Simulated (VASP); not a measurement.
CoSi2, 3 atoms in the cell. It takes space group Fm-3m (No. 225, cubic). Conventional cell: a = 5.274 Å, b = 5.274 Å, c = 5.274 Å, α = 90.00°, β = 90.00°, γ = 90.00°. Within 3.0 Å of Co (site symmetry m-3m) lie 8 Si at 2.28 Å. Si (site symmetry -43m) has 4 Co at 2.28 Å and 6 Si at 2.64 Å within 3.0 Å. 

```yaml
Program: VASP 6.6.1
Task: single point
Functional: LDA
Potentials_or_basis: VASP PAW LDA potentials, release 64 (Co, Si)
Cutoff: 520 eV
k_mesh: 14 × 14 × 14
Occupations: gaussian, width 0.1 eV
Spin: no spin polarisation
Dipole_correction: no
Further_INCAR_settings: ALGO = Normal; EDIFF = 1e-06; NBANDS = 16
```

Potentials or basis: VASP PAW LDA potentials, release 64 (Co, Si).

Launch:

```bash
$ cat potpaw_LDA.64/Co/POTCAR potpaw_LDA.64/Si/POTCAR > POTCAR
$ mpirun -np 1 vasp_std > vasp.out
```

Hardware: 1 thread of AMD EPYC 7R13 Processor (Zen 3) (shared host).

Problem. Estimate the wall time of this run.

Solution. Run time: 68 s on 1 thread of AMD EPYC 7R13 Processor (Zen 3), on a shared host, peak memory 0.15 GiB. Counts: scf iterations 13, k points 104.
